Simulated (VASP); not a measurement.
**NaCa2: single point with PBE**

The system is NaCa2.

```xyz
6
Lattice="0.0000 5.1441 5.1441 5.1441 0.0000 5.1441 5.1441 5.1441 0.0000" Properties=species:S:1:pos:R:3 pbc="T T T"
Na    0.0000    0.0000    0.0000
Na    2.5720    2.5720    2.5720
Ca    6.4301    6.4301    6.4301
Ca    6.4301    3.8581    3.8581
Ca    3.8581    3.8581    6.4301
Ca    3.8581    6.4301    3.8581
```

```
Program             : VASP 6.6.1
Task                : single point
Functional          : PBE
Potentials or basis : VASP PAW PBE potentials, release 64 (Na_pv, Ca_sv)
Cutoff              : 520 eV
k mesh              : 4 × 4 × 4
Occupations         : gaussian, width 0.1 eV
Spin                : no spin polarisation
```

```
Pressure               : 0.4 GPa
Band gap on the k mesh : zero (bands 27 and 28 overlap by 0.99 eV)
```

Levels at points of the mesh, in eV from the Fermi level:
```csv
k point,band 23,band 24,band 25,band 26,band 27,band 28,band 29,band 30,band 31,band 32
"(0.00, 0.00, 0.00)",-3.55,-0.58,0.01,0.01,0.01,0.42,0.42,0.42,0.46,0.84
"(0.50, 0.00, 0.00)",-2.68,-2.07,-0.12,-0.10,-0.09,-0.09,0.41,0.41,0.53,1.27
"(0.50, 0.50, 0.00)",-2.10,-2.10,-0.67,-0.67,-0.60,-0.60,0.95,0.95,1.04,1.04
```

It took 14 min on 1 thread of Intel Xeon 8259CL, on a shared host, peak memory 0.43 GiB.
